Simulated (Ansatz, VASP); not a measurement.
Ti5Si in VASP and in Ansatz

```
Ti Si
1.0
    -2.43329    2.43329    4.93668
     2.43329   -2.43329    4.93668
     2.43329    2.43329   -4.93668
Ti Si
5 1
Direct
  0.00000 0.00000 0.00000
  0.50000 0.00000 0.50000
  0.00000 0.50000 0.50000
  0.74271 0.74271 0.00000
  0.25729 0.25729 0.00000
  0.50000 0.50000 0.00000
```

Alike in both runs: functional PBE; k mesh 12 × 12 × 12; occupations gaussian, width 0.1 eV; no spin polarisation.

Ansatz relaxed the structure, and its values are those at the end. VASP's run is a single point on that final structure, the one shown.

|  | VASP | Ansatz |
| --- | --- | --- |
| version | VASP 6.6.1 | Ansatz 0.2.0 |
| potentials or method | VASP PAW PBE potentials, release 64 (Ti_sv, Si), cutoff 520 eV | scalar-relativistic, plane waves, PAW |
| valence electrons in the cell | 64 | 64 |

|  | VASP | Ansatz | Ansatz less VASP |
| --- | --- | --- | --- |
| gap on the k mesh at the Fermi level (eV) | none | none | - |
| pressure (GPa) | 0.0 | 0.0 | -0.02 |
| rms of the force components (eV/Å) | 0.005 | 0.000 | -0.0053 |

A gap of «none» marks a metal or a gap that the smearing closes.
